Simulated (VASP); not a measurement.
# Tc: single point with PBE

Tc:

```xyz
1
Lattice="-1.5286 1.5286 1.5286 1.5286 -1.5286 1.5286 1.5286 1.5286 -1.5286" Properties=species:S:1:pos:R:3 pbc="T T T"
Tc    0.0000    0.0000    0.0000
```

This isn't the form of Tc at room conditions, which is hcp.

```
Program                : VASP 6.6.1
Task                   : single point
Functional             : PBE
Potentials or basis    : VASP PAW PBE potentials, release 64 (Tc_pv)
Cutoff                 : 520 eV
k mesh                 : 10 × 10 × 10
Occupations            : gaussian, width 0.05 eV
Spin                   : no spin polarisation
Dipole correction      : no
Further INCAR settings : ALGO = Normal; EDIFF = 1e-06; NBANDS = 12
```

| Property | Result |
| --- | --- |
| Pressure | 6.3 GPa |
| Band gap on the k mesh | zero (an odd number of electrons rules out a gap without spin polarisation) |

Levels at points of the mesh, in eV from the Fermi level:
```csv
k point,band 3,band 4,band 5,band 6,band 7,band 8,band 9,band 10
"(0.00, 0.00, 0.00)",-38.82,-7.94,-2.40,-2.40,-2.40,0.57,0.57,15.87
"(0.50, 0.00, 0.00)",-38.83,-6.16,-4.37,0.58,1.15,1.29,3.48,11.12
"(0.50, 0.50, 0.50)",-39.72,-6.30,-6.30,2.77,2.77,2.77,9.23,9.23
```

It took 5.6 s on 1 thread of Intel Xeon 8259CL (shared host), peak memory 0.13 GiB.

Caveat: the cell stands under pressure.
